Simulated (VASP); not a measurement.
# As: single point with PBE

The system is As.

```
CELL_PARAMETERS angstrom
2.67556 -2.85909 0.00000
2.67556 2.85909 0.00000
0.00000 0.00000 2.93029
ATOMIC_POSITIONS crystal
As 0.29015 0.70985 0.50000
As 0.70985 0.29015 0.50000
```

The cell was generated, and may not be a known phase.

- Program: VASP 6.6.1
- Task: single point
- Functional: PBE
- Potentials or basis: VASP PAW PBE potentials, release 64 (As_d)
- Cutoff: 510 eV
- k mesh: 6 × 6 × 4
- Occupations: gaussian, width 0.1 eV
- Spin: no spin polarisation
- Dipole correction: no
- Further INCAR settings: ALGO = Normal; EDIFF = 1e-06; NBANDS = 22

```json
{"Pressure": "0.1 GPa", "Largest force": "0.014 eV/Å", "Band gap on the k mesh": "zero (bands 15 and 16 overlap by 7.77 eV)"}
```

Forces on the atoms (eV/Å):
```
As   0.000 -0.014  0.000
As   0.000  0.014  0.000
```

Stress tensor (GPa, compression positive):
```
 0.25  0.00  0.00
 0.00 -0.04  0.00
 0.00  0.00  0.10
```

Levels at points of the mesh, in eV from the Fermi level:
```
           k point  band 11  band 12  band 13  band 14  band 15  band 16  band 17  band 18  band 19  band 20
(0.00, 0.00, 0.00)   -14.45    -7.95    -3.88    -3.71     1.35     2.14     3.84     6.70     6.72     7.32
(0.50, 0.00, 0.00)   -13.10   -11.15    -2.98    -1.49     0.30     0.66     3.29     4.86     8.70     9.81
(0.50, 0.50, 0.00)   -11.75   -11.39    -6.27    -5.54     4.25     4.44     6.38     6.77     9.35    10.58
(0.00, 0.00, 0.50)   -12.37    -6.24    -5.61    -2.21    -2.06    -0.92     3.40     5.50     6.10     6.33
(0.50, 0.00, 0.50)   -11.06    -8.97    -4.84    -3.37    -1.39     0.50     2.27     2.71     6.50     7.32
(0.50, 0.50, 0.50)    -9.71    -9.23    -4.43    -3.66    -3.60    -3.52     2.96     3.16     7.96     8.15
```

It took 20 s on 1 thread of AMD EPYC 7R13 Processor (Zen 3) (shared host), peak memory 0.14 GiB.

Caveat: the k points lie up to 0.54 Å⁻¹ apart, too coarse for converged energies and pressures of a metal.
